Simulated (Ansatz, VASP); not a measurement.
## Rb: VASP beside Ansatz

The input INCAR:

```
PREC     = Accurate       # precision mode
ENCUT    = 520            # plane-wave cutoff, eV
EDIFF    = 1E-7           # SCF threshold, eV
ISMEAR   = 0              # smearing method
SIGMA    = 0.05           # smearing width, eV
LREAL    = F              # projectors in reciprocal space
LASPH    = T              # aspherical terms in the spheres
NELM     = 150            # most SCF steps
ALGO     = Normal         # electronic algorithm
ISIF     = 2              # what is computed and relaxed
LWAVE    = F              # write WAVECAR
LCHARG   = F              # write CHGCAR
MAGMOM   = 0 0 0          # initial moments
LORBIT   = 11             # projections on sites
LSORBIT  = T              # spin-orbit coupling
GGA_COMPAT= F            
LORBMOM  = T            
GGA      = PE             # functional
NBANDS   = 20             # bands
```

Contents of KPOINTS:

```
Automatic mesh
0
Gamma
  10 10 10
```

File POSCAR:

```
Rb
1.0
    0.0000000000      3.5836242734      3.5836242734
    3.5836242734      0.0000000000      3.5836242734
    3.5836242734      3.5836242734      0.0000000000
Rb
1
Direct
    0.0000000000      0.0000000000      0.0000000000
```

Input for Ansatz:

```yaml
crystal:
  lattice:
    - [0.0, 3.5836242734, 3.5836242734]
    - [3.5836242734, 0.0, 3.5836242734]
    - [3.5836242734, 3.5836242734, 0.0]
  atoms:
    - { symbol: Rb, position: [0.0, 0.0, 0.0] }
basis:
  ecutwfc: 420
  ecutrho_ratio: 4
kpoints:
  mp_grid: { grid: [10, 10, 10] }
hamiltonian:
  xc: pbe
scf:
  occupations: { method: gaussian, width: 0.05 }
output:
  forces: true
  stress: true
  eigenvalues: true
  populations: true
magnetization:
  noncollinear: true
  spin_orbit: true
```

Alike in both runs: task single point; functional PBE; k mesh 10 × 10 × 10; occupations gaussian, width 0.05 eV; non-collinear spin, spin-orbit coupling.

|  | VASP | Ansatz |
| --- | --- | --- |
| version | VASP 6.6.1 | Ansatz 0.2.0 |
| potentials or method | VASP PAW PBE potentials, release 64 (Rb_sv), cutoff 520 eV | plane waves, PAW |
| valence electrons in the cell | 9 | 9 |

```tsv
	VASP	Ansatz	Ansatz less VASP
pressure (GPa)	0.0	0.0	0.00
net moment per atom (μB)	0.00	0.00	0.000
```

The functional is the same, so the differences come from potentials, cutoffs and numerics.
